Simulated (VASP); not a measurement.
A run of VASP 6.6.1:

The input INCAR:

```
SYSTEM = Sb
PREC = Accurate
ENCUT = 520
EDIFF = 1E-8
ISMEAR = -1
SIGMA = 0.05
LREAL = .False.
LASPH = .True.
NELM = 80
ALGO = Normal
ISIF = 2
LWAVE = .False.
LCHARG = .False.
GGA = PS
LEFG = .True.
NBANDS = 12
```

Contents of KPOINTS:

```
Automatic mesh
0
Gamma
  9 9 9
  0 0 0
```

The input POSCAR:

```
Sb
1.0
    2.1789009502      1.2579890502      3.7932688079
   -2.1789009502      1.2579890502      3.7932688079
    0.0000000000     -2.5159781002      3.7932688079
Sb
2
Direct
    0.2336400000      0.2336400000      0.2336400000
    0.7663600000      0.7663600000      0.7663600000
```

Potentials or basis: VASP PAW PBE potentials, release 64 (Sb).

The run is started by

```bash
$ cat potpaw_PBE.64/Sb/POTCAR > POTCAR
$ mpirun -np 1 vasp_std > vasp.out
```

Hardware: 1 thread of Intel(R) Xeon(R) 6975P-C (Granite Rapids) (shared host).

**Question.** How long does it take, and how much memory?

**Answer.** Wall time 25 s on 1 thread of Intel(R) Xeon(R) 6975P-C (Granite Rapids) (shared host), peak memory 0.22 GiB. Counts: scf iterations 14, k points 85.
